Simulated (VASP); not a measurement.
A run of VASP 6.6.1 is set up as follows.

File POSCAR:

```
TiO2
1.0
    4.5922000000      0.0000000000      0.0000000000
    0.0000000000      4.5922000000      0.0000000000
    0.0000000000      0.0000000000      5.9148000000
Ti O
4 8
Direct
    0.0000000000      0.0000000000      0.0000000000
    0.5000000000      0.5000000000      0.2500000000
    0.0000000000      0.0000000000      0.5000000000
    0.5000000000      0.5000000000      0.7500000000
    0.3049599996      0.3049599996      0.0000000000
    0.1950400004      0.8049599996      0.2500000000
    0.6950400004      0.6950400004      0.0000000000
    0.8049599996      0.1950400004      0.2500000000
    0.3049599996      0.3049599996      0.5000000000
    0.1950400004      0.8049599996      0.7500000000
    0.6950400004      0.6950400004      0.5000000000
    0.8049599996      0.1950400004      0.7500000000
```

File INCAR.step1:

```
ALGO     = Normal         # electronic algorithm
EDIFF    = 1E-5           # SCF threshold, eV
ENCUT    = 660            # plane-wave cutoff, eV
GGA      = PE             # functional
GGA_COMPAT= False        
ISMEAR   = 0              # smearing method
LASPH    = True           # aspherical terms in the spheres
LCHARG   = False          # write CHGCAR
LREAL    = False          # projectors in reciprocal space
LWAVE    = True           # write WAVECAR
NBANDS   = 60             # bands
NELM     = 120            # most SCF steps
PREC     = Accurate       # precision mode
SIGMA    = 0.02           # smearing width, eV
```

The input INCAR.step2:

```
ALGO     = Normal         # electronic algorithm
EDIFF    = 1E-6           # SCF threshold, eV
ENCUT    = 660            # plane-wave cutoff, eV
GGA_COMPAT= False        
ISIF     = 2              # what is computed and relaxed
ISMEAR   = 0              # smearing method
ISTART   = 1            
LASPH    = True           # aspherical terms in the spheres
LCHARG   = False          # write CHGCAR
LMIXTAU  = True         
LREAL    = False          # projectors in reciprocal space
LWAVE    = False          # write WAVECAR
METAGGA  = R2SCAN         # meta-GGA
NBANDS   = 60             # bands
NELM     = 120            # most SCF steps
PREC     = Accurate       # precision mode
SIGMA    = 0.02           # smearing width, eV
```

KPOINTS

```
Automatic mesh
0
Gamma
  2 2 1
  0.5 0.5 0.5
```

Potentials or basis: VASP PAW PBE potentials, release 64 (Ti_sv, O).

Run with:

```console
$ cat potpaw_PBE.64/Ti_sv/POTCAR potpaw_PBE.64/O/POTCAR > POTCAR
$ cp INCAR.step1 INCAR
$ mpirun -np 1 vasp_std > vasp.out
$ cp INCAR.step2 INCAR
$ mpirun -np 1 vasp_std > vasp.out
```

(1) Predict the pressure.

(2) What does it give for the largest force?

## Answers

(1) 0.8 GPa.

(2) 0.213 eV/Å.

Caveat: the k points lie up to 1.06 Å⁻¹ apart, too coarse for converged energies, forces and pressures; the PAW data sets were made with another functional, which shifts forces and pressure a little.
